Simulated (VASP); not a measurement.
## YS: single point with LDA

YS:

```xyz
2
Lattice="0.0000 2.7066 2.7066 2.7066 0.0000 2.7066 2.7066 2.7066 0.0000" Properties=species:S:1:pos:R:3 pbc="T T T"
Y     2.7066    2.7066    2.7066
S     0.0000    0.0000    0.0000
```

- Program: VASP 6.6.1
- Task: single point
- Functional: LDA
- Potentials or basis: VASP PAW LDA potentials, release 64 (Y_sv, S)
- Cutoff: 520 eV
- k mesh: 8 × 8 × 8
- Occupations: fermi-dirac, width 0.01 eV
- Spin: no spin polarisation

```json
{
  "Pressure": "0.4 GPa",
  "Band gap on the k mesh": "zero (an odd number of electrons rules out a gap without spin polarisation)"
}
```

Levels at points of the mesh, in eV from the Fermi level:
```csv
k point,band 7,band 8,band 9,band 10,band 11,band 12
"(0.00, 0.00, 0.00)",-3.31,-3.31,-0.23,-0.23,-0.23,0.66
"(0.50, 0.00, 0.00)",-5.31,-5.31,2.18,2.87,2.93,2.93
"(0.50, 0.50, 0.00)",-4.01,-4.01,-2.47,1.98,3.44,4.02
```

Wall time 30 s on 1 thread of Intel Xeon 8259CL, with other jobs on the host, peak memory 0.16 GiB.
